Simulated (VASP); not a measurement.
Write the native input for VASP 6.6.1 that does the following.

| Quantity | Value |
| --- | --- |
| Task | single point |
| Functional | PBEsol |
| Potentials or basis | VASP PAW PBE potentials, release 64 (Zn, S) |
| Cutoff | 520 eV |
| k mesh | 6 × 6 × 6 |
| Occupations | gaussian, width 0.05 eV |
| Spin | no spin polarisation |
| Dipole correction | no |
| Further INCAR settings | ALGO = Normal; EDIFF = 1e-07; NBANDS = 60 |

The structure of ZnS2 lies in POSCAR:

```
ZnS2
1.0
    5.8880393213      0.0000000000      0.0000000000
    0.0000000000      5.8880393213      0.0000000000
    0.0000000000      0.0000000000      5.8880393213
Zn S
4 8
Direct
    0.5000000000      0.5000000000      0.0000000000
    0.5000000000      0.0000000000      0.5000000000
    0.0000000000      0.5000000000      0.5000000000
    0.0000000000      0.0000000000      0.0000000000
    0.1017506368      0.8982493632      0.3982493632
    0.8982493632      0.3982493632      0.1017506368
    0.3982493632      0.1017506368      0.8982493632
    0.6017506368      0.6017506368      0.6017506368
    0.8982493632      0.1017506368      0.6017506368
    0.1017506368      0.6017506368      0.8982493632
    0.6017506368      0.8982493632      0.1017506368
    0.3982493632      0.3982493632      0.3982493632
```

These files were run (other wordings do the same):

INCAR

```
SYSTEM = ZnS2
PREC = Accurate
ENCUT = 520
EDIFF = 1E-7
ISMEAR = 0
SIGMA = 0.05
LREAL = .False.
LASPH = .True.
NELM = 60
ALGO = Normal
ISIF = 2
LWAVE = .False.
LCHARG = .True.
GGA = PS
LELF = .True.
LVHAR = .True.
NBANDS = 60
```

KPOINTS

```
regular mesh
0
Gamma
  6 6 6
  0 0 0
```

Potentials or basis: VASP PAW PBE potentials, release 64 (Zn, S).

Run with:

```bash
$ cat potpaw_PBE.64/Zn/POTCAR potpaw_PBE.64/S/POTCAR > POTCAR
$ mpirun -np 1 vasp_std > vasp.out
```

Results of the run:

The pressure is 0.0 GPa and the largest force is 0.086 eV/Å. The band gap on the k mesh is 1.44 eV (least direct gap 1.50 eV).

Caveat: the PAW data sets were made with another functional, which shifts forces and pressure a little.

Wall time 8.2 min on 1 thread of Intel(R) Xeon(R) Platinum 8375C CPU @ 2.90GHz (Ice Lake) (shared host), peak memory 0.43 GiB.
